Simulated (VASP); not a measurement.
Input of a VASP 6.6.1 run:

File INCAR:

```
SYSTEM = Si3Ru
PREC = Accurate ; ENCUT = 600
EDIFF = 1E-7 ; ISMEAR = 0
SIGMA = 0.1 ; LREAL = .FALSE.
LASPH = .TRUE. ; NELM = 80
ALGO = Normal ; ISIF = 3
LWAVE = .FALSE. ; LCHARG = .FALSE.
GGA = PE ; IBRION = 2
NSW = 90 ; EDIFFG = -0.04
```

Contents of KPOINTS:

```
regular mesh
0
G
  6 6 4
  0 0 0
```

File POSCAR:

```
Si3Ru
1.0
    2.8586680080      0.0000000000      0.0000000000
    0.0000000000      2.8586680080      0.0000000000
    0.0000000000      0.0000000000      6.9233021705
Si Ru
3 1
Direct
    0.5000000000      0.5000000000      0.7813752587
    0.0000000000      0.0000000000      0.5000000000
    0.5000000000      0.5000000000      0.2186247413
    0.0000000000      0.0000000000      0.0000000000
```

Potentials or basis: VASP PAW PBE potentials, release 64 (Si, Ru_pv).

Launch:

```bash
$ cat potpaw_PBE.64/Si/POTCAR potpaw_PBE.64/Ru_pv/POTCAR > POTCAR
$ mpirun -np 1 vasp_std > vasp.out
```

What does it give for the relaxed cell?

a = 2.863 Å, b = 2.863 Å, c = 6.842 Å, α = 90.00°, β = 90.00°, γ = 90.00°.

Predict the space group after relaxing (to 0.05 Å).

P4/mmm (No. 123).

Estimate the relaxed volume.

14.02 Å³/atom.

Forces in eV/Å, atoms in the order of the input:
```
Si   0.000  0.000 -0.027
Si   0.000  0.000  0.000
Si   0.000  0.000  0.027
Ru   0.000  0.000  0.000
```

Caveat: the k points lie up to 0.37 Å⁻¹ apart in the final cell.
